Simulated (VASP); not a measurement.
**Na4IN: single point with PBE**

Na4IN:

```
CELL_PARAMETERS angstrom
0.00000 4.20471 4.20471
4.20471 0.00000 4.20471
4.20471 4.20471 0.00000
ATOMIC_POSITIONS crystal
Na 0.12237 0.62588 0.62588
Na 0.62588 0.12237 0.62588
Na 0.62588 0.62588 0.12237
Na 0.62588 0.62588 0.62588
I 0.25000 0.25000 0.25000
N 0.00000 0.00000 0.00000
```

The cell was built from a structure type or drawn by symmetry, and may not be a known phase.

```json
{
 "Program": "VASP 6.6.1",
 "Task": "single point",
 "Functional": "PBE",
 "Potentials or basis": "VASP PAW PBE potentials, release 64 (Na_pv, I, N)",
 "Cutoff": "600 eV",
 "k mesh": "3 × 3 × 3",
 "Occupations": "gaussian, width 0.15 eV",
 "Spin": "no spin polarisation",
 "Dipole correction": "no",
 "Further INCAR settings": "ALGO = Normal; EDIFF = 1e-06; NBANDS = 29"
}
```

The pressure is 0.3 GPa. The largest force is 0.126 eV/Å and the band gap on the k mesh is zero (bands 20 and 21 overlap by 0.32 eV).

Forces in eV/Å, atoms in the order of the input:
```
Na   0.073 -0.073 -0.073
Na  -0.073  0.073 -0.073
Na  -0.073 -0.073  0.073
Na   0.073  0.073  0.073
I    0.000  0.000  0.000
N    0.000  0.000  0.000
```

Levels at points of the mesh, in eV from the Fermi level:
| k point | band 16 | band 17 | band 18 | band 19 | band 20 | band 21 | band 22 | band 23 | band 24 | band 25 |
| --- | --- | --- | --- | --- | --- | --- | --- | --- | --- | --- |
| (0.00, 0.00, 0.00) | -3.39 | -3.39 | -1.89 | -0.45 | -0.45 | -0.45 | 1.91 | 3.52 | 3.52 | 3.52 |

It took 19 s on 1 thread of Intel(R) Xeon(R) 6975P-C (Granite Rapids), on a shared host, peak memory 0.31 GiB.

Caveat: the k points lie up to 0.43 Å⁻¹ apart; spin-orbit coupling is left out, which moves the levels of the heavy elements.
